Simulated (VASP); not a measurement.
# P in VASP: further runs

The runs below take P through single point, with PBE+D3(BJ).

All numbers are computed with VASP 6.6.1; they aren't measurements. Logs are shortened: lines on timing, memory, paths and dates and some standing lists are left out, and cuts for length are marked.

## Step 1: The cell of the first run

The cell holds a slab with vacuum, 8 atoms: a = 3.296 Å, b = 4.439 Å, c = 21.746 Å, α = 90.00°, β = 90.00°, γ = 90.00°.

## Step 2: Single point, PBE+D3(BJ) (layers slid over each other)

The input, INCAR:

```
SYSTEM = P
PREC     = Accurate       ! precision mode
ENCUT    = 520            ! plane-wave cutoff, eV
EDIFF    = 1E-6           ! SCF threshold, eV
ISMEAR   = 0              ! smearing method
SIGMA    = 0.05           ! smearing width, eV
LREAL    = .False.        ! projectors in reciprocal space
LASPH    = .True.         ! aspherical terms in the spheres
NELM     = 100            ! most SCF steps
ALGO     = Normal         ! electronic algorithm
ISIF     = 2              ! what is computed and relaxed
LWAVE    = .False.        ! write WAVECAR
LCHARG   = .False.        ! write CHGCAR
LDIPOL   = .True.       
IDIPOL   = 3            
DIPOL    = 0.5 0.5 0.414
GGA      = PE             ! functional
IVDW     = 12             ! dispersion correction
NBANDS   = 30             ! bands
```

The input, KPOINTS:

```
regular mesh
0
Gamma
  8 6 1
  0 0 0
```

The input, POSCAR:

```
P
1.0
    3.2961869271      0.0000000000      0.0000000000
    0.0000000000      4.4391555608      0.0000000000
    0.0000000000      0.0000000000     21.7461973993
P
8
Direct
    0.5000000000      0.9174951521      0.2069327302
    0.0000000000      0.5825048479      0.2069327302
    0.5000000000      0.0825048479      0.3045635326
    0.0000000000      0.4174951521      0.3045635326
    1.3750000000      0.9575048479      0.5234523761
    0.8750000000      0.6225145437      0.5234523761
    1.3750000000      0.1225145437      0.6210831784
    0.8750000000      0.4575048479      0.6210831784
```

Potentials or basis: VASP PAW PBE potentials, release 64 (P).

Launch:

```
$ cat potpaw_PBE.64/P/POTCAR > POTCAR
$ mpirun -np 1 vasp_std > vasp.out
```

OUTCAR:

```text
SYSTEM = P
   PREC = Accurate
   ENCUT = 520
   EDIFF = 1E-6
   ISMEAR = 0
   LREAL = .False.
   LASPH = .True.
   NELM = 100
   ISIF = 2
   GGA = PE
   IVDW = 12
 IVDW          = 12

 ion  position               nearest neighbor table
   1  0.500  0.917  0.207-   2 2.22   2 2.22   3 2.25
   2  0.000  0.583  0.207-   1 2.22   1 2.22   4 2.25
   3  0.500  0.083  0.305-   4 2.22   4 2.22   1 2.25
   4  0.000  0.417  0.305-   3 2.22   3 2.22   2 2.25
   5  0.375  0.958  0.523-   6 2.22   6 2.22   7 2.25
   6  0.875  0.623  0.523-   5 2.22   5 2.22   8 2.25
   7  0.375  0.123  0.621-   8 2.22   8 2.22   5 2.25
   8  0.875  0.458  0.621-   7 2.22   7 2.22   6 2.25

  LATTYP: Found a simple orthorhombic cell.
 ALAT       =     3.2961869271
 B/A-ratio  =     1.3467547985
 C/A-ratio  =     6.5973799060

  Lattice vectors:

 A1 = (   3.2961869271,   0.0000000000,   0.0000000000)
 A2 = (   0.0000000000,   4.4391555608,   0.0000000000)
 A3 = (   0.0000000000,   0.0000000000,  21.7461973993)

Analysis of symmetry for initial positions (statically):
=====================================================================
 Subroutine PRICEL returns:
 Original cell was already a primitive cell.

 Routine SETGRP: Setting up the symmetry group for a
 simple orthorhombic supercell.

 Subroutine GETGRP returns: Found  2 space group operations
 (whereof  1 operations were pure point group operations)
 out of a pool of  8 trial point group operations.

The static configuration has the point symmetry C_1 .
 The point group associated with its full space group is S_2 .

Analysis of symmetry for dynamics (positions and initial velocities):
=====================================================================
 Subroutine PRICEL returns:
 Original cell was already a primitive cell.

 Routine SETGRP: Setting up the symmetry group for a
 simple orthorhombic supercell.

 Subroutine GETGRP returns: Found  2 space group operations
 (whereof  1 operations were pure point group operations)
 out of a pool of  8 trial point group operations.

The dynamic configuration has the point symmetry C_1 .
 The point group associated with its full space group is S_2 .

 Subroutine INISYM returns: Found  2 space group operations
 (whereof  1 operations are pure point group operations),
 and found     1 'primitive' translations

----------------------------------------------------------------------------------------

                                     Primitive cell

  volume of cell :     318.1966

  direct lattice vectors                    reciprocal lattice vectors
     3.296186927  0.000000000  0.000000000     0.303380853  0.000000000  0.000000000
     0.000000000  4.439155561  0.000000000     0.000000000  0.225268069  0.000000000
     0.000000000  0.000000000 21.746197399     0.000000000  0.000000000  0.045985051

  length of vectors
     3.296186927  4.439155561 21.746197399     0.303380853  0.225268069  0.045985051

  position of ions in fractional coordinates (direct lattice)
     0.500000000  0.917495152  0.206932730
     0.000000000  0.582504848  0.206932730
     0.500000000  0.082504848  0.304563533
     0.000000000  0.417495152  0.304563533
     0.375000000  0.957504848  0.523452376
     0.875000000  0.622514544  0.523452376
     0.375000000  0.122514544  0.621083178
     0.875000000  0.457504848  0.621083178

  ion indices of the primitive-cell ions
   primitive index   ion index
                 1           1
                 2           2
                 3           3
                 4           4
                 5           5
                 6           6
                 7           7
                 8           8

----------------------------------------------------------------------------------------

 KPOINTS: regular mesh

Automatic generation of k-mesh.
 Grid dimensions read from file:
 generate k-points for:    8    6    1

 Generating k-lattice:

  Cartesian coordinates                     Fractional coordinates (reciprocal lattice)
     0.037922607  0.000000000  0.000000000     0.125000000  0.000000000  0.000000000
     0.000000000  0.037544678  0.000000000     0.000000000  0.166666667  0.000000000
     0.000000000  0.000000000  0.045985051     0.000000000  0.000000000  1.000000000

  Length of vectors
     0.037922607  0.037544678  0.045985051

  Shift w.r.t. Gamma in fractional coordinates (k-lattice)
     0.000000000  0.000000000  0.000000000

 Subroutine IBZKPT returns following result:
 ===========================================

 Found     26 irreducible k-points:

 Following reciprocal coordinates:
            Coordinates               Weight
  0.000000  0.000000  0.000000      1.000000
  0.125000  0.000000  0.000000      2.000000
  0.250000  0.000000  0.000000      2.000000
  0.375000  0.000000  0.000000      2.000000
  0.500000  0.000000  0.000000      1.000000
  0.000000  0.166667  0.000000      2.000000
[... 16 lines left out ...]
  0.125000  0.500000  0.000000      2.000000
  0.250000  0.500000  0.000000      2.000000
 [... further k-points ...]
   k-points           NKPTS =     26   k-points in BZ     NKDIM =     26   number of bands    NBANDS=     30
   number of dos      NEDOS =    301   number of ions     NIONS =      8
   total plane-waves  NPLWV = 163296
   dimension x,y,z NGX =    28 NGY =   36 NGZ =  162
   dimension x,y,z NGXF=    56 NGYF=   72 NGZF=  324
   ions per type =               8
   NGX,Y,Z   is equivalent  to a cutoff of  14.12, 13.48, 12.38 a.u.
   NGXF,Y,Z  is equivalent  to a cutoff of  28.24, 26.96, 24.77 a.u.
 SYSTEM =  P
   PREC   = accura    normal or accurate (medium, high low for compatibility)
   ISTART =      0    job   : 0-new  1-cont  2-samecut
   ICHARG =      2    charge: 1-file 2-atom 10-const
   ISPIN  =      1    spin polarized calculation?
   LNONCOLLINEAR =      F non collinear calculations
   LSORBIT =      F    spin-orbit coupling
   LASPH  =      T    aspherical Exc in radial PAW
   ENCUT  =  520.0 eV  38.22 Ry    6.18 a.u.   6.13  8.25 40.43*2*pi/ulx,y,z
   NELM   =    100;   NELMIN=  2; NELMDL= -5     # of ELM steps
   EDIFF  = 0.1E-05   stopping-criterion for ELM
   LREAL  =      F    real-space projection
   EDIFFG = 0.1E-04   stopping-criterion for IOM
   NSW    =      0    number of steps for IOM
   IBRION =     -1    ionic relax: 0-MD 1-quasi-New 2-CG
   NFREE  =      0    steps in history (QN), initial steepest desc. (CG)
   ISIF   =      2    stress and relaxation
   ISYM   =      2    0-nonsym 1-usesym 2-fastsym
   POTIM  = 0.5000    time-step for ionic-motion
   TEBEG  =    0.0;   TEEND  =   0.0 temperature during run
   PSTRESS=    0.0 pullay stress
   NELECT =      40.0000    total number of electrons
   NUPDOWN=      -1.0000    fix difference up-down
   EMIN   =  10.00;   EMAX   =-10.00  energy-range for DOS
   EFERMI =   0.00;   METHOD = LEGACY
   ISMEAR =     0;   SIGMA  =   0.05  broadening in eV -4-tet -1-fermi 0-gaus
   EFERMI_NEDOS =   21; number of points for ismear=-14 and -15
   IALGO  =     38    algorithm
   IMIX   =      4    mixing-type and parameters
     AMIX     =   0.40;   BMIX     =  1.00
     AMIX_MAG =   1.60;   BMIX_MAG =  1.00
  volume/ion in A,a.u.               =      39.77       268.41
  Fermi-wavevector in a.u.,A,eV,Ry     =   0.820093  1.549751  9.150628  0.672552
  Thomas-Fermi vector in A             =   1.931014
   LORBIT       =      0    0 simple, 1 ext, 2 COOP (PROOUT), +10 PAW based schemes
   GGA     = PE    functional components
   LHFCALC =     F    Hartree Fock is set to
   AEXX    =    0.0000 exact exchange contribution
   IVDW    =    12    specifies the selected vdW correction
   LEPSILON=     F    determine dielectric tensor
   LRPA    =     F    only Hartree local field effects (RPA)
 non-spin polarized calculation
 Gauss-broadening in eV      SIGMA  =   0.05
  energy-cutoff  :      520.00
  volume of cell :      318.20
 maximum number of plane-waves:      8606
 NGX is ok and might be reduce to    28
   NGX = 13   NGY = 17   NGZ = 81

 number of electron      39.9999998 magnetization

 dipolmoment           0.000000      0.000000     -0.000000 electrons x Angstroem

 Free energy of the ion-electron system (eV)
  ---------------------------------------------------
  ext. energy  EPLUGINS =         0.00000000
  ---------------------------------------------------
  free energy    TOTEN  =       -42.90651494 eV

  energy without entropy =      -42.90651494  energy(sigma->0) =      -42.90651494

 E-fermi :   0.6480     XC(G=0):  -5.4267

 val. band max:        0.3737337993   @ k =   0.0000   0.0000   0.0000
 cond. band min:       0.9502845743   @ k =   0.0000   0.0000   0.0000
 fundamental gap:      0.5765507750
 Fermi energy:         0.6480193883

 k-point     1 :       0.0000    0.0000    0.0000
  band No.  band energies     occupation
      1     -14.8096      2.00000
      2     -14.8058      2.00000
      3     -12.2017      2.00000
      4     -12.1890      2.00000
      5      -8.6839      2.00000
      6      -8.6815      2.00000
[... 22 lines left out ...]
     29       4.6480      0.00000
     30       4.8245      0.00000

 k-point     2 :       0.1250    0.0000    0.0000
  band No.  band energies     occupation
      1     -14.6228      2.00000
      2     -14.6189      2.00000
      3     -12.0072      2.00000
      4     -11.9945      2.00000
      5      -8.8030      2.00000
      6      -8.8007      2.00000
[... 22 lines left out ...]
     29       4.8456      0.00000
     30       5.0127      0.00000

 k-point     3 :       0.2500    0.0000    0.0000
  band No.  band energies     occupation
      1     -14.0678      2.00000
      2     -14.0640      2.00000
      3     -11.4263      2.00000
      4     -11.4137      2.00000
      5      -9.3951      2.00000
      6      -9.3928      2.00000
[... 682 lines left out ...]
     29       4.4204      0.00000
     30       4.4232      0.00000

 k-point    24 :       0.2500    0.5000    0.0000
  band No.  band energies     occupation
      1     -12.8798      2.00000
      2     -12.8788      2.00000
      3     -12.8776      2.00000
      4     -12.8773      2.00000
      5      -8.1289      2.00000
      6      -8.1280      2.00000
[... 22 lines left out ...]
     29       5.8839      0.00000
     30       5.8931      0.00000

 [... further k-points ...]

------------------------ aborting loop because EDIFF is reached ----------------------------------------

 vacuum level on the upper side and lower side of the slab       (xc-potential included)        -0.157        -0.157

 Edisp (eV)   -2.12098

 E8    (eV) :    -0.8339

  FORCE on cell =-STRESS in cart. coord.  units (eV):
  Direction    XX          YY          ZZ          XY          YZ          ZX
  --------------------------------------------------------------------------------------
  -------------------------------------------------------------------------------------
  Total      -0.39533    -0.45334    -1.05485     0.00002     0.00385    -0.00127
  in kB      -1.99057    -2.28262    -5.31136     0.00009     0.01936    -0.00639
  external pressure =       -3.19 kB  Pullay stress =        0.00 kB

 VOLUME and BASIS-vectors are now :
 -----------------------------------------------------------------------------
  energy-cutoff  :      520.00
  volume of cell :      318.20
      direct lattice vectors                 reciprocal lattice vectors
     3.296186927  0.000000000  0.000000000     0.303380853  0.000000000  0.000000000
     0.000000000  4.439155561  0.000000000     0.000000000  0.225268069  0.000000000
     0.000000000  0.000000000 21.746197399     0.000000000  0.000000000  0.045985051

 POSITION                                       TOTAL-FORCE (eV/Angst)
 -----------------------------------------------------------------------------------
      1.64809      4.07290      4.50000         0.000184     -0.029650      0.054003
      0.00000      2.58583      4.50000         0.000138      0.028502      0.052169
      1.64809      0.36625      6.62310        -0.000203      0.027099      0.004547
      0.00000      1.85333      6.62310        -0.000109     -0.025768      0.003595
      1.23607      4.25051     11.38310         0.000203     -0.027099     -0.004547
      2.88416      2.76344     11.38310         0.000109      0.025768     -0.003595
      1.23607      0.54386     13.50620        -0.000184      0.029650     -0.054003
      2.88416      2.03094     13.50620        -0.000138     -0.028502     -0.052169
 -----------------------------------------------------------------------------------
    total drift:                                0.000000     -0.000006      0.000002

  FREE ENERGIE OF THE ION-ELECTRON SYSTEM (eV)
  ---------------------------------------------------
  free  energy   TOTEN  =       -45.0274944162 eV

  energy  without entropy=      -45.0274944162  energy(sigma->0) =      -45.02749442

 vacuum level on the upper side and lower side of the slab         5.150         5.151
```

It took 3 min on 1 thread of Intel Xeon 6975P-C (Granite Rapids), shared host; peak memory 0.46 GiB.

What came out:

```yaml
Free_energy: -45.0275 eV
Largest_force: 0.062 eV/Å
Band_gap_on_the_k_mesh: 0.58 eV
Dispersion_energy_per_atom: -0.265 eV
```

Forces in eV/Å, atoms in the order of the input:
```
P    0.000 -0.030  0.054
P    0.000  0.029  0.052
P    0.000  0.027  0.005
P    0.000 -0.026  0.004
P    0.000 -0.027 -0.005
P    0.000  0.026 -0.004
P    0.000  0.030 -0.054
P    0.000 -0.029 -0.052
```

Levels at points of the mesh, in eV from the valence-band top:
| k point | band 16 | band 17 | band 18 | band 19 | band 20 | band 21 | band 22 | band 23 | band 24 | band 25 |
| --- | --- | --- | --- | --- | --- | --- | --- | --- | --- | --- |
| (0.00, 0.00, 0.00) | -1.84 | -1.80 | -1.79 | -0.08 | 0.00 | 0.58 | 0.88 | 1.54 | 1.55 | 2.70 |
| (0.50, 0.00, 0.00) | -2.77 | -2.12 | -2.11 | -2.03 | -2.03 | 1.24 | 1.24 | 1.29 | 1.29 | 1.90 |
| (0.00, 0.50, 0.00) | -2.59 | -1.09 | -1.08 | -1.06 | -1.05 | 2.05 | 2.05 | 2.09 | 2.10 | 3.35 |
| (0.50, 0.50, 0.00) | -4.90 | -1.40 | -1.40 | -1.30 | -1.30 | 2.33 | 2.36 | 2.41 | 2.43 | 4.24 |

Caveat: the cell differs from its parent crystal (layers slid over each other).

(Continued in part 2 of 3.)
